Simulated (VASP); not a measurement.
Write the native input for VASP 6.6.1 that does the following.

| Item | Value |
| --- | --- |
| Task | relaxation of cell and atoms |
| Functional | PBE |
| Potentials or basis | VASP PAW PBE potentials, release 64 (Ta_pv, N) |
| Cutoff | 600 eV |
| k mesh | 18 × 18 × 14 |
| Occupations | fermi-dirac, width 0.15 eV |
| Spin | no spin polarisation |
| Dipole correction | no |
| Further INCAR settings | ALGO = Normal; EDIFF = 1e-07; IBRION = 2; EDIFFG = -0.001; NSW = 80; ISIF = 3 |

The structure of TaN lies in POSCAR:

```
TaN
1.0
    2.9501846798      0.0000000000      0.0000000000
   -1.4750923399      2.5549348785      0.0000000000
    0.0000000000      0.0000000000      2.8977716016
Ta N
1 1
Direct
    0.3333333333      0.6666666667      0.5000000000
    0.0000000000      0.0000000000      0.0000000000
```

The input as run:

INCAR

```
SYSTEM = TaN
PREC = Accurate ; ENCUT = 600
EDIFF = 1E-7 ; ISMEAR = -1
SIGMA = 0.15 ; LREAL = .FALSE.
LASPH = .TRUE. ; NELM = 60
ALGO = Normal ; ISIF = 3
LWAVE = .FALSE. ; LCHARG = .FALSE.
GGA = PE ; IBRION = 2
NSW = 80 ; EDIFFG = -0.001
```

KPOINTS

```
regular mesh
0
G
  18 18 14
  0 0 0
```

Potentials or basis: VASP PAW PBE potentials, release 64 (Ta_pv, N).

Launch:

```console
$ cat potpaw_PBE.64/Ta_pv/POTCAR potpaw_PBE.64/N/POTCAR > POTCAR
$ mpirun -np 1 vasp_std > vasp.out
```

Results of the run:

* Relaxed volume: 10.94 Å³/atom
* Relaxed cell: a = 2.952 Å, b = 2.952 Å, c = 2.899 Å, α = 90.00°, β = 90.00°, γ = 120.00°
* Space group after relaxing (to 0.1 Å): P-6m2 (No. 187)
* Energy gained by relaxing: 0.0 meV/atom
* Ionic steps: 8
* Pressure after relaxing: 0.0 GPa
* Band gap on the k mesh: zero (bands 8 and 9 overlap by 0.29 eV)

Caveat: spin-orbit coupling is left out, which moves the levels of the heavy elements.

Run time: 86 s on 1 thread of Intel(R) Xeon(R) 6975P-C (Granite Rapids) (shared host), peak memory 0.24 GiB.
